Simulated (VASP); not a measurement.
Set up this calculation in VASP 6.6.1, as the native input.

```
Task                   : single point
Functional             : PBE
Potentials or basis    : VASP PAW PBE potentials, release 64 (Li_sv, Tm, H)
Cutoff                 : 750 eV
k mesh                 : 3 × 3 × 2
Occupations            : gaussian, width 0.15 eV
Spin                   : no spin polarisation
Dipole correction      : no
Further INCAR settings : ALGO = Normal; EDIFF = 1e-06; NBANDS = 24
```

The structure of LiTmH4 lies in POSCAR:

```
LiTmH4
1.0
    3.5613282680      0.0000000000      0.0000000000
    0.0000000000      3.5613282680      0.0000000000
    0.0000000000      0.0000000000      6.6671707159
Li Tm H
1 1 4
Direct
    0.5000000000      0.5000000000      0.7034036628
    0.5000000000      0.5000000000      0.1835863731
    0.5000000000      0.0000000000      0.3124516241
    0.0000000000      0.5000000000      0.3124516241
    0.5000000000      0.5000000000      0.4686396043
    0.0000000000      0.0000000000     -0.0514738884
```

These files were run (other wordings do the same):

INCAR

```
ALGO = Normal
EDIFF = 1E-6
ENCUT = 750
GGA = PE
GGA_COMPAT = F
ISIF = 2
ISMEAR = 0
LASPH = T
LCHARG = F
LMAXMIX = 6
LREAL = F
LWAVE = F
NBANDS = 24
NELM = 200
PREC = Accurate
SIGMA = 0.15
```

KPOINTS

```
k-points
0
Gamma
  3 3 2
```

Potentials or basis: VASP PAW PBE potentials, release 64 (Li_sv, Tm, H).

Run with:

```sh
$ cat potpaw_PBE.64/Li_sv/POTCAR potpaw_PBE.64/Tm/POTCAR potpaw_PBE.64/H/POTCAR > POTCAR
$ mpirun -np 1 vasp_std > vasp.out
```

Results of the run:

* Pressure: 1.1 GPa
* Largest force: 0.741 eV/Å
* Band gap on the k mesh: zero (band 15 reaches -0.81 eV, above the bottom of band 16 at -0.96 eV)

Caveat: the k points lie up to 0.59 Å⁻¹ apart; spin-orbit coupling is left out, which moves the levels of the heavy elements; without U or exact exchange the open f shell lies at the Fermi level, which spoils levels, moments and volumes.

Wall time 88 s on 1 thread of Intel(R) Xeon(R) Platinum 8488C (Sapphire Rapids), with other jobs on the host, peak memory 0.25 GiB.
